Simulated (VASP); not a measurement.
Write the native input for VASP 6.6.1 that does the following.

```
Task                   : single point
Functional             : PBE
Potentials or basis    : VASP PAW PBE potentials, release 64 (Ga_d)
Cutoff                 : 520 eV
k mesh                 : 17 × 17 × 15
Occupations            : fermi-dirac, width 0.05 eV
Spin                   : no spin polarisation
Dipole correction      : no
Further INCAR settings : ALGO = Normal; EDIFF = 1e-06; NBANDS = 12
```

The structure of Ga lies in POSCAR:

```
Ga
1.0
    2.7088094483      0.0000000000      0.0000000000
   -1.3544047242      2.3458977962      0.0000000000
    0.0000000000      0.0000000000      2.5920438797
Ga
1
Direct
    0.0000000000      0.0000000000      0.0000000000
```

This cell differs from its parent crystal: volume scaled by 0.85.

One way to write it, as run:

INCAR

```
PREC = Accurate
ENCUT = 520
EDIFF = 1E-6
ISMEAR = -1
SIGMA = 0.05
LREAL = False
LASPH = True
NELM = 100
ALGO = Normal
ISIF = 2
LWAVE = False
LCHARG = False
GGA = PE
NBANDS = 12
```

KPOINTS

```
Automatic mesh
0
Gamma
  17 17 15
```

Potentials or basis: VASP PAW PBE potentials, release 64 (Ga_d).

Run with:

```sh
$ cat potpaw_PBE.64/Ga_d/POTCAR > POTCAR
$ mpirun -np 1 vasp_std > vasp.out
```

Results of the run:

```yaml
Pressure: 12.0 GPa
```

It took 29 s on 1 thread of Intel(R) Xeon(R) Platinum 8488C (Sapphire Rapids), on a shared host, peak memory 0.16 GiB.
